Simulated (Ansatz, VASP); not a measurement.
## One calculation of Cd3Ga2O, two programs

```
Cd Ga O
1.0
     5.05137    0.00000    0.00000
     0.00000    5.05137    0.00000
     0.00000    0.00000    8.32101
Cd Ga O
3 2 1
Direct
  0.50000 0.50000 0.50000
  0.50000 0.50000 0.16782
  0.50000 0.50000 0.83218
  0.00000 0.50000 0.50000
  0.50000 0.00000 0.50000
  0.00000 0.00000 0.50000
```

Alike in both runs: functional PBE; k mesh 4 × 4 × 2; occupations gaussian, width 0.1 eV; no spin polarisation.

Ansatz relaxed the structure, and its values are those at the end. VASP's run is a single point on that final structure, the one shown.

```csv
,VASP,Ansatz
version,VASP 6.6.1,Ansatz 0.2.0
potentials or method,"VASP PAW PBE potentials, release 64 (Cd, Ga_d, O), cutoff 520 eV","scalar-relativistic, plane waves, PAW"
valence electrons in the cell,68,92
```

VASP gave:

```
gap on the k mesh at the Fermi level (eV) : none
pressure (GPa)                            : 0.1
rms of the force components (eV/Å)        : 0.001
```

Q: Which values does Ansatz return?

A: gap on the k mesh at the Fermi level (eV): none; pressure (GPa): -0.1; rms of the force components (eV/Å): 0.003.

A gap of «none» marks a metal or a gap that the smearing closes. VASP's potentials hold 68 valence electrons a cell and Ansatz's 92, so a difference there can come from the potentials and not from the codes.

The k mesh is coarse, so the values compare programs but aren't converged.
